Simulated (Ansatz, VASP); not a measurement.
**Si23H4O48: VASP beside Ansatz**

```xyz
75
Lattice="9.8316 0.0000 0.0000 -4.9158 8.5144 0.0000 0.0000 0.0000 10.8182" Properties=species:S:1:pos:R:3 pbc="T T T"
Si    2.6187    0.0083    1.7685
Si   -1.3010    2.3020    3.6317
Si    1.1100    2.0044    0.0011
Si   -2.2959    8.4953    7.1795
Si    8.4555    2.2679    9.0335
Si    1.1607    1.9456    5.4281
Si    0.1663    4.2805    1.8089
Si    6.0560    6.5358    3.6041
Si   -1.3042    6.2413   10.7820
Si    6.0521    6.5279    9.0085
Si   -1.3113    6.2633    5.3834
Si    7.5418    0.0366    1.8092
Si    3.5876    2.2741    3.5985
Si    6.0035    1.9755    0.0032
Si    7.5222    0.0105    7.2147
Si    3.5560    2.2628    9.0010
Si    6.0550    1.9907    5.4008
Si    5.0609    4.2643    1.8099
Si    1.1405    6.5592    3.5922
Si    3.6046    6.2743    0.0131
Si    5.0477    4.2535    7.2086
Si    1.1802    6.5494    8.9967
Si    3.5886    6.2623    5.4057
O    -0.3396    1.7593    4.8275
O     1.1130    3.1148    1.1890
O    -0.7587    3.7016    3.0146
O     1.6469    0.5951    0.5993
O     2.1154    2.5070    4.2338
O     3.5540    1.1785    2.3946
O    -0.3884    1.7869   10.2309
O     1.2584    2.9951    6.6710
O    -0.7751    3.6528    8.4174
O     1.6812    0.4890    5.9493
O     2.0700    2.5188    9.6062
O     3.5419    1.1618    7.8078
O    -2.8046    6.0139    4.8015
O    -1.3281    7.3940    1.1159
O    -3.2266    7.9187    2.9590
O    -0.7949    4.8520    0.6276
O    -0.3512    6.8064    4.1821
O     1.1203    5.4550    2.3964
O    -2.7995    6.0025   10.1946
O    -1.3057    7.3593    6.5885
O    -3.2443    7.9187    8.3722
O    -0.7779    4.8528    6.0088
O    -0.3357    6.7013    9.5566
O     1.3099    5.5210    7.7275
O     4.5815    1.7426    4.7729
O     5.9902    3.0897    1.1868
O     4.1085    3.6883    2.9951
O     6.5740    0.5885    0.6201
O     7.0417    2.5475    4.2342
O     8.4842    1.2054    2.4246
O     4.5170    1.7422   10.2090
O     5.9999    3.0845    6.6096
O     4.0722    3.6809    8.3860
O     6.5952    0.5883    6.0093
O     6.9573    2.4923    9.6089
O     8.4793    1.1633    7.8377
O     2.1092    6.0271    4.7849
O     3.5862    7.3948    1.1915
O     1.6874    7.9663    2.9997
O     4.1269    4.8655    0.6213
O     4.5739    6.7870    4.2190
O     6.0246    5.4119    2.4274
O     2.1163    6.0368   10.2273
O     3.5609    7.3612    6.6070
O     1.6433    7.9978    8.4195
O     4.1211    4.8526    6.0161
O     4.5724    6.7827    9.6247
O     6.0146    5.3940    7.8391
H     1.7541    4.6639    7.8469
H     0.5082    3.0321    7.3083
H     0.1376    4.9859    6.4616
H    -1.2142    4.0841    7.6480
```

Alike in both runs: task single point; functional PBE; k mesh 1 × 1 × 1; occupations gaussian, width 0.02 eV; no spin polarisation.

```csv
,VASP,Ansatz
version,VASP 6.6.1,Ansatz 0.2.0
potentials or method,"VASP PAW PBE potentials, release 64 (Si, O, H)","scalar-relativistic, plane waves, PAW"
plane-wave cutoff (eV),520,420
valence electrons in the cell,384,384
```

|  | VASP | Ansatz | Ansatz less VASP |
| --- | --- | --- | --- |
| gap on the k mesh at the Fermi level (eV) | 5.68 | 5.68 | +0.001 |
| least direct gap on the mesh (eV) | 5.68 | 5.68 | +0.001 |
